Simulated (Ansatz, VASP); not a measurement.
WC in VASP and in Ansatz

The input INCAR:

```
  PREC = Accurate
  ENCUT = 520
  EDIFF = 1E-6
  ISMEAR = -1
  SIGMA = 0.1
  LREAL = False
  LASPH = True
  NELM = 80
  ALGO = Normal
  ISIF = 2
  LWAVE = False
  LCHARG = True
  GGA = PE
  LELF = True
  LVHAR = True
  NBANDS = 16
```

File KPOINTS:

```
regular mesh
0
Gamma
  13 13 12
```

The input POSCAR:

```
WC
1.0
    2.8715830000      0.0000000000      0.0000000000
   -1.4357920000      2.4868670000      0.0000000000
    0.0000000000      0.0000000000      2.8063200000
W C
1 1
Direct
    0.0000000000      0.0000000000      0.0000000000
    0.6666700000      0.3333300000      0.5000000000
```

Input for Ansatz:

```yaml
crystal:
  lattice:
    - [2.871583, 0.0, 0.0]
    - [-1.435792, 2.486867, 0.0]
    - [0.0, 0.0, 2.80632]
  atoms:
    - { symbol: W, position: [0.0, 0.0, 0.0] }
    - { symbol: C, position: [0.66667, 0.33333, 0.5] }
  symmetry: { tolerance: 0.0003 }
kpoints:
  mp_grid: { grid: [13, 13, 12], shift: [0, 0, 0] }
  band_path:
    path:
      - [0.0, 0.0, 0.0]
      - [0.5, 0.0, 0.0]
      - [0.33333333, 0.33333333, 0.0]
      - [0.0, 0.0, 0.0]
      - [0.0, 0.0, 0.5]
      - [0.5, 0.0, 0.5]
      - [0.33333333, 0.33333333, 0.5]
      - [0.0, 0.0, 0.5]
      - [0.5, 0.0, 0.5]
      - [0.5, 0.0, 0.0]
      - [0.33333333, 0.33333333, 0.5]
    npoints: 6
magnetization:
  spin_polarized: false
scf:
  occupations: { method: fermi_dirac }
  lower_state_search: "off"
  max_iter: 200
hamiltonian:
  pseudopotentials: { kind: paw }
  xc: pbe
basis:
  ecutwfc: 420
  fft_grid_basis: typed
output:
  forces: true
  stress: true
  eigenvalues: true
  bader: true
  populations: true
  elf: true
  write_potential: true
  volumetric_format: npy
  dos:
    e_range: [-12, 8]
    de: 0.05
    projected: { site_lists: { C: [C], W: [W] } }
checkpoint:
  read: saved_state
```

Alike in both runs: task single point; functional PBE; k mesh 13 × 13 × 12; no spin polarisation.

```csv
,VASP,Ansatz
version,VASP 6.6.1,Ansatz 0.2.0
potentials or method,"VASP PAW PBE potentials, release 64 (W_sv, C), cutoff 520 eV",PAW plane waves
occupations,"fermi-dirac, width 0.1 eV",fermi-dirac
valence electrons in the cell,18,18
```

|  | VASP | Ansatz | Ansatz less VASP |
| --- | --- | --- | --- |
| pressure (GPa) | 22.2 | 20.9 | -1.32 |
| traceless stress, the component that is largest in VASP (GPa) | 0.57 | 0.34 | -0.226 |

Ansatz's warnings: structure snapped to symmetry.

Neither program's run includes spin-orbit coupling.
